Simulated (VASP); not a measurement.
Crystal: ScGa3N2.

```xyz
6
Lattice="5.1919 0.0000 0.0000 -2.5959 4.4963 0.0000 0.0000 0.0000 4.0450" Properties=species:S:1:pos:R:3 pbc="T T T"
Sc    0.0000    0.0000    0.0000
Ga    2.5959    0.0000    2.0225
Ga   -1.2980    2.2481    2.0225
Ga    1.2980    2.2481    2.0225
N     0.0000    2.9975    0.0000
N     2.5959    1.4988    0.0000
```

- Program: VASP 6.6.1
- Task: relaxation of cell and atoms
- Functional: PBE
- Potentials or basis: VASP PAW PBE potentials, release 64 (Sc_sv, Ga_d, N)
- Cutoff: 600 eV
- k mesh: 6 × 6 × 4
- Occupations: gaussian, width 0.1 eV
- Spin: no spin polarisation

At the start: pressure -12.9 GPa; volume 15.74 Å³/atom.

Task: How do energy, volume and symmetry change on relaxing?

Result: Over 8 steps the energy falls by 235.1 meV/atom and the volume is 13.46 Å³/atom (-14.5 %); space group P6/mmm (No. 191, to 0.05 Å).

The path:
| step | energy change (eV) | largest force (eV/Å) | pressure (GPa) | volume (Å³) |
| --- | --- | --- | --- | --- |
| 1 | 0.0000 | 0.0000 | -12.88 | 94.43 |
| 2 | -1.1100 | 0.0000 | 2.96 | 78.00 |
| 3 | -1.1114 | 0.0000 | 3.56 | 77.66 |
| 4 | -1.3234 | 0.0000 | 2.42 | 78.54 |
| 5 | -1.4002 | 0.0000 | 2.08 | 79.26 |
| 6 | -1.4008 | 0.0000 | 2.16 | 79.38 |
| 7 | -1.4032 | 0.0000 | -1.79 | 82.02 |
| 8 | -1.4104 | 0.0000 | -0.03 | 80.78 |

Final structure:
```cif
data_structure
_symmetry_space_group_name_H-M 'P 1'
_symmetry_Int_Tables_number 1
_cell_length_a 5.3271
_cell_length_b 5.3271
_cell_length_c 3.2869
_cell_angle_alpha 90.000
_cell_angle_beta 90.000
_cell_angle_gamma 120.000
_cell_volume 80.78
loop_
_atom_site_label
_atom_site_type_symbol
_atom_site_fract_x
_atom_site_fract_y
_atom_site_fract_z
_atom_site_occupancy
Sc1 Sc 0.00000 0.00000 0.00000 1
Ga1 Ga 0.50000 0.00000 0.50000 1
Ga2 Ga 0.00000 0.50000 0.50000 1
Ga3 Ga 0.50000 0.50000 0.50000 1
N1 N 0.33333 0.66667 0.00000 1
N2 N 0.66667 0.33333 0.00000 1
```

Caveat: the k points lie up to 0.48 Å⁻¹ apart in the final cell.
